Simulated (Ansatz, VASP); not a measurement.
Rh in VASP and in Ansatz

```
Rh
1.0
     0.00000    1.91559    1.91559
     1.91559    0.00000    1.91559
     1.91559    1.91559    0.00000
Rh
1
Direct
  0.00000 0.00000 0.00000
```

Change from the starting cell: volume scaled by 1.02.

Alike in both runs: task single point; functional LDA; k mesh 18 × 18 × 18; occupations fermi-dirac, width 0.05 eV; no spin polarisation.

```csv
,VASP,Ansatz
version,VASP 6.6.1,Ansatz 0.2.0
potentials or method,"VASP PAW LDA potentials, release 64 (Rh_pv), cutoff 520 eV","all-electron LAPW, scalar-relativistic"
```

|  | VASP | Ansatz | Ansatz less VASP |
| --- | --- | --- | --- |
| pressure (GPa) | -15.9 | -16.6 | -0.73 |

LDA's correlation is that of Perdew and Zunger in VASP and of Perdew and Wang (1992) in Ansatz. Ansatz ran all-electron here, and VASP with PAW potentials.
